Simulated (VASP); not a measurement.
# Pt (Fmmm) in VASP: further runs

The runs below take Pt through single point, with LDA.

Program: VASP 6.6.1. These are calculated values, not measurements. Logs are shortened: lines on timing, memory, paths and dates and some standing lists are left out, and cuts for length are marked.

## 1. The cell of the first run

The structure is orthorhombic, space group Fmmm (No. 69). The conventional cell has a = 3.757 Å, b = 3.894 Å, c = 4.108 Å, α = 90.00°, β = 90.00°, γ = 90.00°. Pt (site symmetry mmm) has 12 Pt at 2.71 to 2.83 Å within 3.6 Å.

## 2. Single point, LDA (normal strain along x +0.0550, normal strain along z -0.0350)

File INCAR:

```
SYSTEM = Pt
PREC = Accurate ; ENCUT = 520
EDIFF = 1E-7 ; ISMEAR = 0
SIGMA = 0.15 ; LREAL = .FALSE.
LASPH = .TRUE. ; NELM = 100
ALGO = Fast ; ISIF = 2
LWAVE = .FALSE. ; LCHARG = .FALSE.
NBANDS = 11
```

File KPOINTS:

```
regular mesh
0
G
  20 20 20
  0 0 0
```

File POSCAR:

```
Pt
1.0
    0.0000000000      1.9468328700      1.8786937196
    2.0539086778      0.0000000000      1.8786937196
    2.0539086778      1.9468328700      0.0000000000
Pt
1
Direct
    0.0000000000      0.0000000000      0.0000000000
```

Potentials or basis: VASP PAW LDA potentials, release 64 (Pt).

Launch:

```sh
$ cat potpaw_LDA.64/Pt/POTCAR > POTCAR
$ mpirun -np 1 vasp_std > vasp.out
```

OUTCAR:

```text
SYSTEM = Pt
   PREC = Accurate
   ENCUT = 520
   EDIFF = 1E-7
   ISMEAR = 0
   LREAL = .FALSE.
   LASPH = .TRUE.
   NELM = 100
   ISIF = 2

 ion  position               nearest neighbor table
   1  0.000  0.000  0.000-

  LATTYP: Found a face centered orthorhombic cell.
 ALAT       =     3.7573874392
 B/A-ratio  =     1.0362694300
 C/A-ratio  =     1.0932642486

  Lattice vectors:

 A1 = (   2.0539086778,  -1.9468328700,   0.0000000000)
 A2 = (   2.0539086778,   0.0000000000,   1.8786937196)
 A3 = (   0.0000000000,  -1.9468328700,   1.8786937196)

Analysis of symmetry for initial positions (statically):
=====================================================================
 Subroutine PRICEL returns:
 Original cell was already a primitive cell.

 Routine SETGRP: Setting up the symmetry group for a
 face centered orthorhombic supercell.

 Subroutine GETGRP returns: Found  8 space group operations
 (whereof  8 operations were pure point group operations)
 out of a pool of  8 trial point group operations.

The static configuration has the point symmetry D_2h.

Analysis of symmetry for dynamics (positions and initial velocities):
=====================================================================
 Subroutine PRICEL returns:
 Original cell was already a primitive cell.

 Routine SETGRP: Setting up the symmetry group for a
 face centered orthorhombic supercell.

 Subroutine GETGRP returns: Found  8 space group operations
 (whereof  8 operations were pure point group operations)
 out of a pool of  8 trial point group operations.

The dynamic configuration has the point symmetry D_2h.

 Subroutine INISYM returns: Found  8 space group operations
 (whereof  8 operations are pure point group operations),
 and found     1 'primitive' translations

----------------------------------------------------------------------------------------

                                     Primitive cell

  volume of cell :      15.0244

  direct lattice vectors                    reciprocal lattice vectors
     0.000000000  1.946832870  1.878693720    -0.243438282  0.256827388  0.266142371
     2.053908678  0.000000000  1.878693720     0.243438282 -0.256827388  0.266142371
     2.053908678  1.946832870  0.000000000     0.243438282  0.256827388 -0.266142371

  length of vectors
     2.705484858  2.783528507  2.829964502     0.442780155  0.442780155  0.442780155

  position of ions in fractional coordinates (direct lattice)
     0.000000000  0.000000000  0.000000000

  ion indices of the primitive-cell ions
   primitive index   ion index
                 1           1

----------------------------------------------------------------------------------------

 KPOINTS: regular mesh

Automatic generation of k-mesh.
 Grid dimensions read from file:
 generate k-points for:   20   20   20

 Generating k-lattice:

  Cartesian coordinates                     Fractional coordinates (reciprocal lattice)
    -0.012171914  0.012841369  0.013307119     0.050000000 -0.000000000 -0.000000000
     0.012171914 -0.012841369  0.013307119     0.000000000  0.050000000  0.000000000
     0.012171914  0.012841369 -0.013307119     0.000000000  0.000000000  0.050000000

  Length of vectors
     0.022139008  0.022139008  0.022139008

  Shift w.r.t. Gamma in fractional coordinates (k-lattice)
     0.000000000  0.000000000  0.000000000

 Subroutine IBZKPT returns following result:
 ===========================================

 Found   1166 irreducible k-points:

 Following reciprocal coordinates:
            Coordinates               Weight
  0.000000  0.000000  0.000000      1.000000
  0.050000  0.000000  0.000000      8.000000
  0.100000 -0.000000  0.000000      8.000000
  0.150000  0.000000  0.000000      8.000000
  0.200000 -0.000000  0.000000      8.000000
  0.250000  0.000000  0.000000      8.000000
[... 16 lines left out ...]
 -0.400000  0.050000 -0.000000      8.000000
 -0.350000  0.050000  0.000000      8.000000
 [... further k-points ...]
   k-points           NKPTS =   1166   k-points in BZ     NKDIM =   1166   number of bands    NBANDS=     11
   number of dos      NEDOS =    301   number of ions     NIONS =      1
   total plane-waves  NPLWV =  11520
   dimension x,y,z NGX =    20 NGY =   24 NGZ =   24
   dimension x,y,z NGXF=    40 NGYF=   48 NGZF=   48
   ions per type =               1
   NGX,Y,Z   is equivalent  to a cutoff of  12.29, 14.33, 14.10 a.u.
   NGXF,Y,Z  is equivalent  to a cutoff of  24.58, 28.67, 28.20 a.u.
 SYSTEM =  Pt
   PREC   = accura    normal or accurate (medium, high low for compatibility)
   ISTART =      0    job   : 0-new  1-cont  2-samecut
   ICHARG =      2    charge: 1-file 2-atom 10-const
   ISPIN  =      1    spin polarized calculation?
   LNONCOLLINEAR =      F non collinear calculations
   LSORBIT =      F    spin-orbit coupling
   LASPH  =      T    aspherical Exc in radial PAW
   ENCUT  =  520.0 eV  38.22 Ry    6.18 a.u.   5.03  5.18  5.26*2*pi/ulx,y,z
   NELM   =    100;   NELMIN=  2; NELMDL= -5     # of ELM steps
   EDIFF  = 0.1E-06   stopping-criterion for ELM
   LREAL  =      F    real-space projection
   EDIFFG = 0.1E-05   stopping-criterion for IOM
   NSW    =      0    number of steps for IOM
   IBRION =     -1    ionic relax: 0-MD 1-quasi-New 2-CG
   NFREE  =      0    steps in history (QN), initial steepest desc. (CG)
   ISIF   =      2    stress and relaxation
   ISYM   =      2    0-nonsym 1-usesym 2-fastsym
   POTIM  = 0.5000    time-step for ionic-motion
   TEBEG  =    0.0;   TEEND  =   0.0 temperature during run
   PSTRESS=    0.0 pullay stress
   NELECT =      10.0000    total number of electrons
   NUPDOWN=      -1.0000    fix difference up-down
   EMIN   =  10.00;   EMAX   =-10.00  energy-range for DOS
   EFERMI =   0.00;   METHOD = LEGACY
   ISMEAR =     0;   SIGMA  =   0.15  broadening in eV -4-tet -1-fermi 0-gaus
   EFERMI_NEDOS =   21; number of points for ismear=-14 and -15
   IALGO  =     68    algorithm
   IMIX   =      4    mixing-type and parameters
     AMIX     =   0.40;   BMIX     =  1.00
     AMIX_MAG =   1.60;   BMIX_MAG =  1.00
  volume/ion in A,a.u.               =      15.02       101.39
  Fermi-wavevector in a.u.,A,eV,Ry     =   1.429364  2.701107 27.797819  2.043082
  Thomas-Fermi vector in A             =   2.549326
   LORBIT       =      0    0 simple, 1 ext, 2 COOP (PROOUT), +10 PAW based schemes
   GGA     = CA    functional components
   LHFCALC =     F    Hartree Fock is set to
   AEXX    =    0.0000 exact exchange contribution
   IVDW    =     0    specifies the selected vdW correction
   LEPSILON=     F    determine dielectric tensor
   LRPA    =     F    only Hartree local field effects (RPA)
 non-spin polarized calculation
 RMM-DIIS sequential band-by-band and
 Gauss-broadening in eV      SIGMA  =   0.15
  energy-cutoff  :      520.00
  volume of cell :       15.02
 maximum number of plane-waves:       419
   NGX =  9   NGY = 11   NGZ = 11

 number of electron      10.0000001 magnetization

 Free energy of the ion-electron system (eV)
  ---------------------------------------------------
  ext. energy  EPLUGINS =         0.00000000
  ---------------------------------------------------
  free energy    TOTEN  =        -7.49308537 eV

  energy without entropy =       -7.47340847  energy(sigma->0) =       -7.48324692

 E-fermi :  11.1915     XC(G=0): -13.7074

 val. band max:       11.1901621225   @ k =  -0.2500   0.3000   0.4000
 cond. band min:      11.1920475602   @ k =   0.3500  -0.4000   0.1500
 fundamental gap:      0.0018854378
 Fermi energy:        11.1915432394

 k-point     1 :       0.0000    0.0000    0.0000
  band No.  band energies     occupation
      1       0.9262      2.00000
      2       6.8169      2.00000
      3       7.5093      2.00000
      4       7.8949      2.00000
      5       8.9899      2.00000
      6      10.0944      2.00000
      7      25.9253      0.00000
      8      29.6017      0.00000
      9      30.8846      0.00000
     10      31.9018      0.00000
     11      36.3762      0.00000

 k-point     2 :       0.0500    0.0000    0.0000
  band No.  band energies     occupation
      1       1.0280      2.00000
      2       6.8385      2.00000
      3       7.5157      2.00000
      4       7.8994      2.00000
      5       8.9795      2.00000
      6      10.0595      2.00000
      7      26.0842      0.00000
      8      29.5624      0.00000
      9      30.7638      0.00000
     10      31.8001      0.00000
     11      37.0084      0.00000

 k-point     3 :       0.1000   -0.0000    0.0000
  band No.  band energies     occupation
      1       1.3259      2.00000
      2       6.8811      2.00000
      3       7.5140      2.00000
      4       7.9455      2.00000
      5       8.9700      2.00000
      6       9.9687      2.00000
      7      26.5240      0.00000
      8      28.9301      0.00000
      9      30.7880      0.00000
     10      32.0900      0.00000
     11      37.7877      0.00000

 k-point     4 :       0.1500    0.0000    0.0000
  band No.  band energies     occupation
      1       1.7947      2.00000
      2       6.8964      2.00000
      3       7.4917      2.00000
      4       8.0555      2.00000
      5       9.0239      2.00000
      6       9.8648      2.00000
      7      27.1160      0.00000
      8      27.6656      0.00000
      9      31.3883      0.00000
     10      32.7780      0.00000
     11      36.3322      0.00000
[... 239 lines left out ...]
 k-point    22 :      -0.4500    0.0500   -0.0000
  band No.  band energies     occupation
      1       3.9076      2.00000
      2       6.9471      2.00000
      3       7.7205      2.00000
      4       9.8892      2.00000
      5      11.2923      0.34238
      6      11.7609      0.00000
      7      17.4412      0.00000
      8      25.4666      0.00000
      9      29.7035      0.00000
     10      30.6751      0.00000
     11      38.5544      0.00000

 k-point    23 :      -0.4000    0.0500   -0.0000
  band No.  band energies     occupation
      1       3.9019      2.00000
      2       6.9997      2.00000
      3       7.7872      2.00000
      4       9.2656      2.00000
      5      10.9482      1.97822
      6      11.3436      0.15181
      7      18.7438      0.00000
      8      25.7401      0.00000
      9      30.3989      0.00000
     10      31.0416      0.00000
     11      37.8888      0.00000

 k-point    24 :      -0.3500    0.0500    0.0000
  band No.  band energies     occupation
      1       3.8428      2.00000
      2       7.0988      2.00000
      3       7.8983      2.00000
      4       8.3360      2.00000
      5      10.4732      2.00000
      6      10.9633      1.96857
      7      20.4958      0.00000
      8      26.2298      0.00000
      9      31.1892      0.00000
     10      32.0357      0.00000
     11      36.6902      0.00000

 [... further k-points ...]
[... 5 lines left out ...]
  --------------------------------------------------------------------------------------
  -------------------------------------------------------------------------------------
  Total       -0.8742769     -0.1482876     -0.0086800      0.0000000      0.0000000      0.0000000
  in kB      -93.2317479    -15.8131980     -0.9256265      0.0000000      0.0000000      0.0000000
  external PRESSURE =     -36.6568575 kB  Pullay stress =       0.0000000 kB

 VOLUME and BASIS-vectors are now :
 -----------------------------------------------------------------------------
  energy-cutoff  :      520.00
  volume of cell :       15.02
      direct lattice vectors                 reciprocal lattice vectors
     0.000000000  1.946832870  1.878693720    -0.243438282  0.256827388  0.266142371
     2.053908678  0.000000000  1.878693720     0.243438282 -0.256827388  0.266142371
     2.053908678  1.946832870  0.000000000     0.243438282  0.256827388 -0.266142371

 POSITION                                       TOTAL-FORCE (eV/Angst)
 -----------------------------------------------------------------------------------
      0.00000      0.00000      0.00000         0.000000      0.000000      0.000000
 -----------------------------------------------------------------------------------
    total drift:                                0.000000     -0.000000     -0.000000

  FREE ENERGIE OF THE ION-ELECTRON SYSTEM (eV)
  ---------------------------------------------------
  free  energy   TOTEN  =        -7.4930853674 eV

  energy  without entropy=       -7.4734084652  energy(sigma->0) =       -7.48324692
```

Wall time 6.1 min (1 thread of Intel Xeon 8259CL, shared host); peak memory 0.27 GiB.

What came out:

```
Free energy            : -7.4931 eV
Pressure               : -3.7 GPa
Band gap on the k mesh : zero (bands 5 and 6 overlap by 2.63 eV)
```

Stress tensor (GPa, compression positive):
```
-9.32  0.00  0.00
 0.00 -1.58  0.00
 0.00  0.00 -0.09
```

Levels at points of the mesh, in eV from the Fermi level:
```csv
k point,band 3,band 4,band 5,band 6,band 7,band 8
"(0.00, 0.00, 0.00)",-3.68,-3.30,-2.20,-1.10,14.73,18.41
"(0.50, 0.00, 0.00)",-3.40,-0.46,-0.15,0.27,5.93,14.04
"(0.50, 0.50, 0.00)",-0.01,0.22,0.84,2.63,10.04,10.50
"(0.50, 0.00, 0.50)",-0.07,0.06,0.95,1.90,9.14,11.03
"(0.00, 0.50, 0.50)",0.11,0.34,0.60,0.91,7.73,12.12
```

Caveat: the cell differs from its parent crystal (normal strain along x +0.0550, normal strain along z -0.0350); the stress differs along the axes, from -9 to -0 GPa; spin-orbit coupling is left out, which moves the levels of the heavy elements.

## 3. Single point, LDA (normal strain along x +0.0825, normal strain along z -0.0525)

File INCAR:

```
SYSTEM = Pt
ALGO     = Fast           ! electronic algorithm
EDIFF    = 1E-6           ! SCF threshold, eV
ENCUT    = 520            ! plane-wave cutoff, eV
ISIF     = 2              ! what is computed and relaxed
ISMEAR   = 0              ! smearing method
LASPH    = .True.         ! aspherical terms in the spheres
LCHARG   = .False.        ! write CHGCAR
LREAL    = .False.        ! projectors in reciprocal space
LWAVE    = .False.        ! write WAVECAR
NBANDS   = 11             ! bands
NELM     = 60             ! most SCF steps
PREC     = Accurate       ! precision mode
SIGMA    = 0.15           ! smearing width, eV
```

File KPOINTS:

```
k-points
0
Gamma
  20 20 20
  0 0 0
```

File POSCAR:

```
Pt
1.0
    0.0000000000      1.9468328700      1.8446241443
    2.1074465818      0.0000000000      1.8446241443
    2.1074465818      1.9468328700      0.0000000000
Pt
1
Direct
    0.0000000000      0.0000000000      0.0000000000
```

Potentials or basis: VASP PAW LDA potentials, release 64 (Pt).

Launch:

```sh
$ cat potpaw_LDA.64/Pt/POTCAR > POTCAR
$ mpirun -np 1 vasp_std > vasp.out
```

OUTCAR:

```text
SYSTEM = Pt
   EDIFF = 1E-6
   ENCUT = 520
   ISIF = 2
   ISMEAR = 0
   LASPH = .True.
   LREAL = .False.
   NELM = 60
   PREC = Accurate

 ion  position               nearest neighbor table
   1  0.000  0.000  0.000-

  LATTYP: Found a face centered orthorhombic cell.
 ALAT       =     3.6892482886
 B/A-ratio  =     1.0554089710
 C/A-ratio  =     1.1424802111

  Lattice vectors:

 A1 = (   2.1074465818,  -1.9468328700,   0.0000000000)
 A2 = (   2.1074465818,   0.0000000000,   1.8446241443)
 A3 = (   0.0000000000,  -1.9468328700,   1.8446241443)

[... 508 lines left out ...]
      5      10.3626      2.00000
      6      10.7558      1.98501
      7      20.3944      0.00000
      8      25.9461      0.00000
      9      31.1593      0.00000
     10      31.8818      0.00000
     11      36.0983      0.00000

 [... further k-points ...]
[... 5 lines left out ...]
  --------------------------------------------------------------------------------------
  -------------------------------------------------------------------------------------
  Total       -1.2631907     -0.1177378      0.0000672      0.0000000     -0.0000000      0.0000000
  in kB     -133.7076815    -12.4624503      0.0071144      0.0000000     -0.0000000      0.0000000
  external PRESSURE =     -48.7210058 kB  Pullay stress =       0.0000000 kB

 VOLUME and BASIS-vectors are now :
 -----------------------------------------------------------------------------
  energy-cutoff  :      520.00
  volume of cell :       15.14
      direct lattice vectors                 reciprocal lattice vectors
     0.000000000  1.946832870  1.844624144    -0.237253938  0.256827388  0.271057929
     2.107446582  0.000000000  1.844624144     0.237253938 -0.256827388  0.271057929
     2.107446582  1.946832870  0.000000000     0.237253938  0.256827388 -0.271057929

 POSITION                                       TOTAL-FORCE (eV/Angst)
 -----------------------------------------------------------------------------------
      0.00000      0.00000      0.00000         0.000000      0.000000      0.000000
 -----------------------------------------------------------------------------------
    total drift:                               -0.000000     -0.000000     -0.000000

  FREE ENERGIE OF THE ION-ELECTRON SYSTEM (eV)
  ---------------------------------------------------
  free  energy   TOTEN  =        -7.4657758681 eV

  energy  without entropy=       -7.4467599235  energy(sigma->0) =       -7.45626790
```

It took 5 min on 1 thread of Intel Xeon 8259CL, shared host; peak memory 0.27 GiB.

Results:

* Free energy: -7.4658 eV
* Pressure: -4.9 GPa
* Band gap on the k mesh: zero (bands 5 and 6 overlap by 2.78 eV)

Caveat: the cell differs from its parent crystal (normal strain along x +0.0825, normal strain along z -0.0525); the stress differs along the axes, from -13 to 0 GPa; spin-orbit coupling is left out, which moves the levels of the heavy elements.

[end of part 1 of 2]
